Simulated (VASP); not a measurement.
Set up this calculation in VASP 6.6.1, as the native input.

| Quantity | Value |
| --- | --- |
| Task | single point |
| Functional | PBEsol |
| Potentials or basis | VASP PAW PBE potentials, release 64 (Hf_pv, O) |
| Cutoff | 520 eV |
| k mesh | 4 × 4 × 6 |
| Occupations | gaussian, width 0.1 eV |
| Spin | no spin polarisation |
| Dipole correction | no |
| Further INCAR settings | ALGO = Normal; EDIFF = 1e-06; NBANDS = 31 |

The structure of HfO2 lies in POSCAR:

```
HfO2
1.0
    4.8177610896      0.0000000000      0.0000000000
    0.0000000000      4.8177610896      0.0000000000
    0.0000000000      0.0000000000      3.3977093763
Hf O
2 4
Direct
    0.5000000000      0.5000000000      0.5000000000
    0.0000000000      0.0000000000      0.0000000000
    0.6912179780      0.6912179780      0.0000000000
    0.8087820220      0.1912179780      0.5000000000
    0.3087820220      0.3087820220      0.0000000000
    0.1912179780      0.8087820220      0.5000000000
```

These files were run (other wordings do the same):

INCAR

```
PREC = Accurate
ENCUT = 520
EDIFF = 1E-6
ISMEAR = 0
SIGMA = 0.1
LREAL = False
LASPH = True
NELM = 60
ALGO = Normal
ISIF = 2
LWAVE = False
LCHARG = False
GGA = PS
NBANDS = 31
```

KPOINTS

```
Automatic mesh
0
Gamma
  4 4 6
```

Potentials or basis: VASP PAW PBE potentials, release 64 (Hf_pv, O).

Command:

```console
$ cat potpaw_PBE.64/Hf_pv/POTCAR potpaw_PBE.64/O/POTCAR > POTCAR
$ mpirun -np 1 vasp_std > vasp.out
```

Results of the run:

* Pressure: -14.6 GPa
* Largest force: 0.118 eV/Å
* Band gap on the k mesh: 3.61 eV, direct

Caveat: the PAW data sets were made with another functional, which shifts forces and pressure a little; spin-orbit coupling is left out, which moves the levels of the heavy elements.

Wall time 30 s on 1 thread of AMD EPYC 9R45 96-Core Processor (Zen 5), on a shared host, peak memory 0.17 GiB.
